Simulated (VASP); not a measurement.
# GaP (R-3m) in VASP: further runs

The runs below take GaP through single point, with LDA.

Program: VASP 6.6.1. These are calculated values, not measurements. Logs are shortened: lines on timing, memory, paths and dates and some standing lists are left out, and cuts for length are marked.

### Step 1. The cell of the first run

Symmetry: R-3m, No. 166, trigonal system. The conventional cell has a = 3.834 Å, b = 3.834 Å, c = 19.032 Å, α = 90.00°, β = 90.00°, γ = 120.00°. Within 3.1 Å of Ga (site symmetry 3m) lie 3 P at 2.37 Å and 1 Ga at 2.46 Å. P (site symmetry 3m) has 1 P at 2.18 Å and 3 Ga at 2.37 Å within 2.9 Å.

### Step 2. Single point, LDA (volume scaled by 0.96)

The input, INCAR:

```
SYSTEM = GaP
  PREC = Accurate
  ENCUT = 520
  EDIFF = 1E-7
  ISMEAR = -1
  SIGMA = 0.05
  LREAL = .False.
  LASPH = .True.
  NELM = 60
  ALGO = Normal
  ISIF = 2
  LWAVE = .False.
  LCHARG = .False.
  NBANDS = 26
```

The input, KPOINTS:

```
Automatic mesh
0
Gamma
  8 8 8
  0 0 0
```

The input, POSCAR:

```
GaP
1.0
    1.9167549946      1.1066390121      6.3438966068
   -1.9167549946      1.1066390121      6.3438966068
    0.0000000000     -2.2132780241      6.3438966068
Ga P
2 2
Direct
    0.5646280000      0.5646280000      0.5646280000
    0.4353720000      0.4353720000      0.4353720000
    0.9426110000      0.9426110000      0.9426110000
    0.0573890000      0.0573890000      0.0573890000
```

Potentials or basis: VASP PAW LDA potentials, release 64 (Ga_d, P).

Run with:

```console
$ cat potpaw_LDA.64/Ga_d/POTCAR potpaw_LDA.64/P/POTCAR > POTCAR
$ mpirun -np 1 vasp_std > vasp.out
```

OUTCAR:

```text
SYSTEM = GaP
   PREC = Accurate
   ENCUT = 520
   EDIFF = 1E-7
   ISMEAR = -1
   LREAL = .False.
   LASPH = .True.
   NELM = 60
   ISIF = 2

 ion  position               nearest neighbor table
   1  0.565  0.565  0.565-   3 2.37   3 2.37   3 2.37   2 2.46
   2  0.435  0.435  0.435-   4 2.37   4 2.37   4 2.37   1 2.46
   3  0.943  0.943  0.943-   4 2.18   1 2.37   1 2.37   1 2.37
   4  0.057  0.057  0.057-   3 2.18   2 2.37   2 2.37   2 2.37

  LATTYP: Found a trigonal (rhomboedric) cell.
 ALAT       =     6.7189004882
 COS(alpha) =     0.8372328403

  Lattice vectors:

 A1 = (   1.9167549946,   1.1066390121,   6.3438966068)
 A2 = (  -1.9167549946,   1.1066390121,   6.3438966068)
 A3 = (   0.0000000000,  -2.2132780241,   6.3438966068)

Analysis of symmetry for initial positions (statically):
=====================================================================
 Subroutine PRICEL returns:
 Original cell was already a primitive cell.

 Routine SETGRP: Setting up the symmetry group for a
 trigonal (rhombohedral) supercell.

 Subroutine GETGRP returns: Found 12 space group operations
 (whereof 12 operations were pure point group operations)
 out of a pool of 12 trial point group operations.

The static configuration has the point symmetry D_3d.

Analysis of symmetry for dynamics (positions and initial velocities):
=====================================================================
 Subroutine PRICEL returns:
 Original cell was already a primitive cell.

 Routine SETGRP: Setting up the symmetry group for a
 trigonal (rhombohedral) supercell.

 Subroutine GETGRP returns: Found 12 space group operations
 (whereof 12 operations were pure point group operations)
 out of a pool of 12 trial point group operations.

The dynamic configuration has the point symmetry D_3d.

 Subroutine INISYM returns: Found 12 space group operations
 (whereof 12 operations are pure point group operations),
 and found     1 'primitive' translations

----------------------------------------------------------------------------------------

                                     Primitive cell

  volume of cell :      80.7384

  direct lattice vectors                    reciprocal lattice vectors
     1.916754995  1.106639012  6.343896607     0.260857544  0.150606173  0.052543942
    -1.916754995  1.106639012  6.343896607    -0.260857544  0.150606173  0.052543942
     0.000000000 -2.213278024  6.343896607     0.000000000 -0.301212346  0.052543942

  length of vectors
     6.718900488  6.718900488  6.718900488     0.305760925  0.305760925  0.305760925

  position of ions in fractional coordinates (direct lattice)
     0.564628000  0.564628000  0.564628000
     0.435372000  0.435372000  0.435372000
     0.942611000  0.942611000  0.942611000
     0.057389000  0.057389000  0.057389000

  ion indices of the primitive-cell ions
   primitive index   ion index
                 1           1
                 2           2
                 3           3
                 4           4

----------------------------------------------------------------------------------------

 KPOINTS: Automatic mesh

Automatic generation of k-mesh.
 Grid dimensions read from file:
 generate k-points for:    8    8    8

 Generating k-lattice:

  Cartesian coordinates                     Fractional coordinates (reciprocal lattice)
     0.032607193  0.018825772  0.006567993     0.125000000 -0.000000000  0.000000000
    -0.032607193  0.018825772  0.006567993    -0.000000000  0.125000000  0.000000000
     0.000000000 -0.037651543  0.006567993     0.000000000  0.000000000  0.125000000

  Length of vectors
     0.038220116  0.038220116  0.038220116

  Shift w.r.t. Gamma in fractional coordinates (k-lattice)
     0.000000000  0.000000000  0.000000000

 Subroutine IBZKPT returns following result:
 ===========================================

 Found     65 irreducible k-points:

 Following reciprocal coordinates:
            Coordinates               Weight
  0.000000  0.000000  0.000000      1.000000
  0.125000 -0.000000  0.000000      6.000000
[... 45 lines left out ...]
 fundamental gap:      0.7281617027
 Fermi energy:         5.2402773660

 k-point     1 :       0.0000    0.0000    0.0000
  band No.  band energies     occupation
      1     -10.1119      2.00000
      2      -9.9733      2.00000
      3      -9.9733      2.00000
      4      -9.9581      2.00000
      5      -9.9581      2.00000
      6      -9.9006      2.00000
[... 18 lines left out ...]
     25       9.1713      0.00000
     26      12.8354      0.00000

 k-point     2 :       0.1250   -0.0000    0.0000
  band No.  band energies     occupation
      1     -10.1082      2.00000
      2      -9.9944      2.00000
      3      -9.9713      2.00000
      4      -9.9679      2.00000
      5      -9.9509      2.00000
      6      -9.9038      2.00000
[... 18 lines left out ...]
     25       9.7232      0.00000
     26      12.8559      0.00000

 k-point     3 :       0.2500   -0.0000    0.0000
  band No.  band energies     occupation
      1     -10.1008      2.00000
      2     -10.0371      2.00000
      3      -9.9876      2.00000
      4      -9.9678      2.00000
      5      -9.9334      2.00000
      6      -9.9119      2.00000
[... 18 lines left out ...]
     25      11.0275      0.00000
     26      12.0115      0.00000

 k-point     4 :       0.3750   -0.0000    0.0000
  band No.  band energies     occupation
      1     -10.0968      2.00000
      2     -10.0712      2.00000
      3     -10.0024      2.00000
      4      -9.9658      2.00000
      5      -9.9204      2.00000
      6      -9.9160      2.00000
[... 18 lines left out ...]
     25      11.7983      0.00000
     26      12.0602      0.00000
[... 496 lines left out ...]
      1     -10.1116      2.00000
      2      -9.9730      2.00000
      3      -9.9730      2.00000
      4      -9.9584      2.00000
      5      -9.9584      2.00000
      6      -9.9009      2.00000
[... 18 lines left out ...]
     25       9.2575      0.00000
     26      12.8519      0.00000

 k-point    23 :       0.2500    0.1250    0.1250
  band No.  band energies     occupation
      1     -10.1075      2.00000
      2      -9.9948      2.00000
      3      -9.9701      2.00000
      4      -9.9680      2.00000
      5      -9.9517      2.00000
      6      -9.9042      2.00000
[... 18 lines left out ...]
     25       9.6567      0.00000
     26      12.4556      0.00000

 k-point    24 :       0.3750    0.1250    0.1250
  band No.  band energies     occupation
      1     -10.0987      2.00000
      2     -10.0393      2.00000
      3      -9.9863      2.00000
      4      -9.9667      2.00000
      5      -9.9343      2.00000
      6      -9.9125      2.00000
[... 18 lines left out ...]
     25      10.6855      0.00000
     26      11.9379      0.00000

 [... further k-points ...]

------------------------ aborting loop because EDIFF is reached ----------------------------------------

  FORCE on cell =-STRESS in cart. coord.  units (eV):
  Direction    XX          YY          ZZ          XY          YZ          ZX
  --------------------------------------------------------------------------------------
  -------------------------------------------------------------------------------------
  Total       -1.0851258     -1.0851258     -0.7247950      0.0000000     -0.0000000     -0.0000000
  in kB      -21.5333082    -21.5333082    -14.3828798      0.0000000     -0.0000000     -0.0000000
  external PRESSURE =     -19.1498320 kB  Pullay stress =       0.0000000 kB

 VOLUME and BASIS-vectors are now :
 -----------------------------------------------------------------------------
  energy-cutoff  :      520.00
  volume of cell :       80.74
      direct lattice vectors                 reciprocal lattice vectors
     1.916754995  1.106639012  6.343896607     0.260857544  0.150606173  0.052543942
    -1.916754995  1.106639012  6.343896607    -0.260857544  0.150606173  0.052543942
     0.000000000 -2.213278024  6.343896607     0.000000000 -0.301212346  0.052543942

 POSITION                                       TOTAL-FORCE (eV/Angst)
 -----------------------------------------------------------------------------------
      0.00000      0.00000     10.74582         0.000000     -0.000000     -0.104018
      0.00000      0.00000      8.28586         0.000000      0.000000      0.104018
      0.00000      0.00000     17.93948         0.000000     -0.000000     -0.199642
      0.00000      0.00000      1.09221         0.000000      0.000000      0.199642
 -----------------------------------------------------------------------------------
    total drift:                                0.000000     -0.000000      0.000000

  FREE ENERGIE OF THE ION-ELECTRON SYSTEM (eV)
  ---------------------------------------------------
  free  energy   TOTEN  =       -20.3893484082 eV

  energy  without entropy=      -20.3893395597  energy(sigma->0) =      -20.38934398
```

It took 2 min on 1 thread of Intel Xeon 6975P-C (Granite Rapids), shared host; peak memory 0.33 GiB.

Results:

```yaml
Free_energy: -20.3893 eV
Pressure: -1.9 GPa
Largest_force: 0.200 eV/Å
Band_gap_on_the_k_mesh: 0.73 eV, indirect (least direct gap 1.03 eV)
```

Forces on the atoms (eV/Å):
```
Ga   0.000  0.000 -0.104
Ga   0.000  0.000  0.104
P    0.000  0.000 -0.200
P    0.000  0.000  0.200
```

Caveat: the cell differs from its parent crystal (volume scaled by 0.96).

### Step 3. Single point, LDA (volume scaled by 0.98)

The input, INCAR:

```
SYSTEM = GaP
  PREC = Accurate
  ENCUT = 520
  EDIFF = 1E-7
  ISMEAR = -1
  SIGMA = 0.05
  LREAL = .False.
  LASPH = .True.
  NELM = 100
  ALGO = Normal
  ISIF = 2
  LWAVE = .False.
  LCHARG = .True.
  GGA = CA
  LELF = .True.
  LVHAR = .True.
  NBANDS = 26
```

KPOINTS is that of step 2.

The input, POSCAR:

```
GaP
1.0
    1.9299744123      1.1142712464      6.3876490005
   -1.9299744123      1.1142712464      6.3876490005
    0.0000000000     -2.2285424929      6.3876490005
Ga P
2 2
Direct
    0.5646280000      0.5646280000      0.5646280000
    0.4353720000      0.4353720000      0.4353720000
    0.9426110000      0.9426110000      0.9426110000
    0.0573890000      0.0573890000      0.0573890000
```

Potentials or basis: VASP PAW LDA potentials, release 64 (Ga_d, P).

Run with:

```console
$ cat potpaw_LDA.64/Ga_d/POTCAR potpaw_LDA.64/P/POTCAR > POTCAR
$ mpirun -np 1 vasp_std > vasp.out
```

It took 2 min on 1 thread of Intel Xeon 6975P-C (Granite Rapids), shared host; peak memory 0.33 GiB.

Results (log left out):

- Free energy: -20.3615 eV
- Pressure: -3.4 GPa
- Largest force: 0.143 eV/Å
- Band gap on the k mesh: 0.73 eV, indirect (least direct gap 1.00 eV)

Forces on the atoms (eV/Å):
```
Ga   0.000  0.000 -0.077
Ga   0.000  0.000  0.077
P    0.000  0.000 -0.143
P    0.000  0.000  0.143
```

Stress tensor (GPa, compression positive):
```
-3.55  0.00  0.00
 0.00 -3.55  0.00
 0.00  0.00 -3.12
```

Levels at points of the mesh, in eV from the valence-band top:
| k point | band 14 | band 15 | band 16 | band 17 | band 18 | band 19 | band 20 | band 21 | band 22 | band 23 |
| --- | --- | --- | --- | --- | --- | --- | --- | --- | --- | --- |
| (0.00, 0.00, 0.00) | -1.83 | -1.83 | -0.27 | 0.00 | 0.00 | 1.00 | 1.50 | 2.70 | 3.60 | 3.60 |
| (0.50, 0.00, 0.00) | -5.69 | -4.57 | -2.90 | -2.78 | -1.80 | 1.49 | 2.60 | 3.60 | 4.39 | 6.18 |
| (0.50, 0.50, 0.00) | -6.90 | -3.87 | -3.17 | -1.24 | -0.54 | 0.73 | 1.32 | 1.42 | 3.96 | 4.05 |
| (0.50, 0.50, 0.50) | -3.78 | -1.73 | -1.73 | -0.27 | -0.27 | 1.02 | 2.30 | 3.78 | 3.78 | 4.96 |

Caveat: the cell differs from its parent crystal (volume scaled by 0.98). A k mesh can miss the band edges.

### Step 4. Single point, LDA

This run uses another cell than the first one, of 21.03 Å³/atom, 1.042 times its volume.

The input, INCAR:

```
SYSTEM = GaP
  ALGO = Normal
  EDIFF = 1E-6
  ENCUT = 520
  GGA = CA
  ISIF = 2
  ISMEAR = -1
  LASPH = .True.
  LCHARG = .False.
  LREAL = .False.
  LWAVE = .False.
  NBANDS = 26
  NELM = 100
  PREC = Accurate
  SIGMA = 0.05
```

The input, KPOINTS:

```
k-points
0
Gamma
  8 8 8
  0 0 0
```

The input, POSCAR:

```
GaP
1.0
    1.9430151755      1.1218003346      6.4308101003
   -1.9430151755      1.1218003346      6.4308101003
    0.0000000000     -2.2436006692      6.4308101003
Ga P
2 2
Direct
    0.5646280000      0.5646280000      0.5646280000
    0.4353720000      0.4353720000      0.4353720000
    0.9426110000      0.9426110000      0.9426110000
    0.0573890000      0.0573890000      0.0573890000
```

Run with:

```console
$ cat potpaw_LDA.64/Ga_d/POTCAR potpaw_LDA.64/P/POTCAR > POTCAR
$ mpirun -np 1 vasp_std > vasp.out
```

Wall time 2.5 min (1 thread of Intel Xeon 6975P-C (Granite Rapids), shared host); peak memory 0.36 GiB.

It converged, with:

```yaml
Free_energy: -20.3189 eV
Pressure: -4.7 GPa
Largest_force: 0.089 eV/Å
Band_gap_on_the_k_mesh: 0.72 eV, indirect (least direct gap 0.97 eV)
```

Forces in eV/Å, atoms in the order of the input:
```
Ga   0.000  0.000 -0.050
Ga   0.000  0.000  0.050
P    0.000  0.000 -0.089
P    0.000  0.000  0.089
```

Stress tensor (GPa, compression positive):
```
-4.78  0.00  0.00
 0.00 -4.78  0.00
 0.00  0.00 -4.61
```

Levels at points of the mesh, in eV from the valence-band top:
| k point | band 14 | band 15 | band 16 | band 17 | band 18 | band 19 | band 20 | band 21 | band 22 | band 23 |
| --- | --- | --- | --- | --- | --- | --- | --- | --- | --- | --- |
| (0.00, 0.00, 0.00) | -1.79 | -1.79 | -0.28 | 0.00 | 0.00 | 0.97 | 1.33 | 2.69 | 3.59 | 3.59 |
| (0.50, 0.00, 0.00) | -5.61 | -4.47 | -2.83 | -2.72 | -1.75 | 1.50 | 2.60 | 3.54 | 4.38 | 6.16 |
| (0.50, 0.50, 0.00) | -6.78 | -3.79 | -3.10 | -1.21 | -0.52 | 0.72 | 1.36 | 1.39 | 3.95 | 4.06 |
| (0.50, 0.50, 0.50) | -3.76 | -1.70 | -1.70 | -0.26 | -0.26 | 0.97 | 2.24 | 3.78 | 3.78 | 4.94 |

A k mesh can miss the band edges. A hybrid or GW would open this gap; LDA tends to underestimate it.

### Step 5. Single point, LDA (volume scaled by 1.04)

The input, INCAR:

```
  ALGO = Normal
  EDIFF = 1E-6
  ENCUT = 520
  GGA = CA
  ISIF = 2
  ISMEAR = -1
  LASPH = True
  LCHARG = True
  LELF = True
  LREAL = False
  LVHAR = True
  LWAVE = False
  NBANDS = 26
  NELM = 80
  PREC = Accurate
  SIGMA = 0.05
```

The input, KPOINTS:

```
k-points
0
Gamma
  8 8 8
```

The input, POSCAR:

```
GaP
1.0
    1.9685840968      1.1365625582      6.5154357273
   -1.9685840968      1.1365625582      6.5154357273
    0.0000000000     -2.2731251164      6.5154357273
Ga P
2 2
Direct
    0.5646280000      0.5646280000      0.5646280000
    0.4353720000      0.4353720000      0.4353720000
    0.9426110000      0.9426110000      0.9426110000
    0.0573890000      0.0573890000      0.0573890000
```

Run with:

```console
$ cat potpaw_LDA.64/Ga_d/POTCAR potpaw_LDA.64/P/POTCAR > POTCAR
$ mpirun -np 1 vasp_std > vasp.out
```

It took 2.8 min on 1 thread of Intel Xeon 6975P-C (Granite Rapids), shared host; peak memory 0.36 GiB.

Results (log left out):

```yaml
Free_energy: -20.1960 eV
Pressure: -6.9 GPa
Largest_force: 0.005 eV/Å
Band_gap_on_the_k_mesh: 0.69 eV, indirect (least direct gap 0.86 eV)
```

Forces in eV/Å, atoms in the order of the input:
```
Ga   0.000  0.000  0.000
Ga   0.000  0.000  0.000
P    0.000  0.000  0.005
P    0.000  0.000 -0.005
```

Stress tensor (GPa, compression positive):
```
-6.83  0.00  0.00
 0.00 -6.83  0.00
 0.00  0.00 -7.13
```

Levels at points of the mesh, in eV from the valence-band top:
```tsv
k point	band 14	band 15	band 16	band 17	band 18	band 19	band 20	band 21	band 22	band 23
(0.00, 0.00, 0.00)	-1.71	-1.71	-0.30	0.00	0.00	0.93	1.00	2.66	3.58	3.58
(0.50, 0.00, 0.00)	-5.47	-4.30	-2.71	-2.61	-1.66	1.51	2.61	3.42	4.34	6.10
(0.50, 0.50, 0.00)	-6.56	-3.65	-2.96	-1.15	-0.49	0.69	1.34	1.43	3.94	4.06
(0.50, 0.50, 0.50)	-3.74	-1.63	-1.63	-0.24	-0.24	0.87	2.11	3.77	3.77	4.90
```

Caveat: the cell differs from its parent crystal (volume scaled by 1.04). A k mesh can miss the band edges.

### Step 6. Single point, LDA (volume scaled by 1.06)

The input, INCAR:

```
SYSTEM = GaP
PREC = Accurate
ENCUT = 520
EDIFF = 1E-7
ISMEAR = -1
SIGMA = 0.05
LREAL = .False.
LASPH = .True.
NELM = 80
ALGO = Normal
ISIF = 2
LWAVE = .False.
LCHARG = .False.
NBANDS = 26
```

The input, KPOINTS:

```
regular mesh
0
Gamma
  8 8 8
  0 0 0
```

The input, POSCAR:

```
GaP
1.0
    1.9811231871      1.1438020054      6.5569364368
   -1.9811231871      1.1438020054      6.5569364368
    0.0000000000     -2.2876040107      6.5569364368
Ga P
2 2
Direct
    0.5646280000      0.5646280000      0.5646280000
    0.4353720000      0.4353720000      0.4353720000
    0.9426110000      0.9426110000      0.9426110000
    0.0573890000      0.0573890000      0.0573890000
```

Potentials or basis: VASP PAW LDA potentials, release 64 (Ga_d, P).

Run with:

```console
$ cat potpaw_LDA.64/Ga_d/POTCAR potpaw_LDA.64/P/POTCAR > POTCAR
$ mpirun -np 1 vasp_std > vasp.out
```

Wall time 2.9 min (1 thread of Intel Xeon 6975P-C (Granite Rapids), shared host); peak memory 0.36 GiB.

Results (log left out):

```
Free energy            : -20.1185 eV
Pressure               : -7.8 GPa
Largest force          : 0.047 eV/Å
Band gap on the k mesh : 0.67 eV, indirect (least direct gap 0.80 eV)
```

Forces on the atoms (eV/Å):
```
Ga   0.000  0.000  0.023
Ga   0.000  0.000 -0.023
P    0.000  0.000  0.047
P    0.000  0.000 -0.047
```

Stress tensor (GPa, compression positive):
```
-7.68  0.00  0.00
 0.00 -7.68  0.00
 0.00  0.00 -8.19
```

Levels at points of the mesh, in eV from the valence-band top:
```
           k point  band 14  band 15  band 16  band 17  band 18  band 19  band 20  band 21  band 22  band 23
(0.00, 0.00, 0.00)    -1.68    -1.68    -0.32     0.00     0.00     0.85     0.91     2.65     3.57     3.57
(0.50, 0.00, 0.00)    -5.41    -4.22    -2.65    -2.55    -1.62     1.51     2.62     3.36     4.32     6.00
(0.50, 0.50, 0.00)    -6.45    -3.59    -2.90    -1.13    -0.47     0.67     1.32     1.46     3.93     4.06
(0.50, 0.50, 0.50)    -3.74    -1.59    -1.59    -0.23    -0.23     0.82     2.06     3.77     3.77     4.87
```

Caveat: the cell differs from its parent crystal (volume scaled by 1.06). A k mesh can miss the band edges.

### Step 7. The runs side by side

| cell | gap on the mesh (eV) | pressure (GPa) | largest force (eV/Å) |
| --- | --- | --- | --- |
| a = 6.719 Å, angles 33.2°, 4 atoms | 0.73 | -1.9 | 0.20 |
| a = 6.765 Å, angles 33.2°, 4 atoms | 0.73 | -3.4 | 0.14 |
| a = 6.811 Å, angles 33.2°, 4 atoms | 0.72 | -4.7 | 0.09 |
| a = 6.901 Å, angles 33.2°, 4 atoms | 0.69 | -6.9 | 0.01 |
| a = 6.945 Å, angles 33.2°, 4 atoms | 0.67 | -7.8 | 0.05 |

Alike in all rows: task single point; level LDA; potentials or basis VASP PAW LDA potentials, release 64 (Ga_d, P); no spin polarisation; k mesh 8 × 8 × 8; cutoff (eV) 520; smearing fermi-dirac 0.05 eV.

Absolute energies hang on the potentials; compare differences alone.
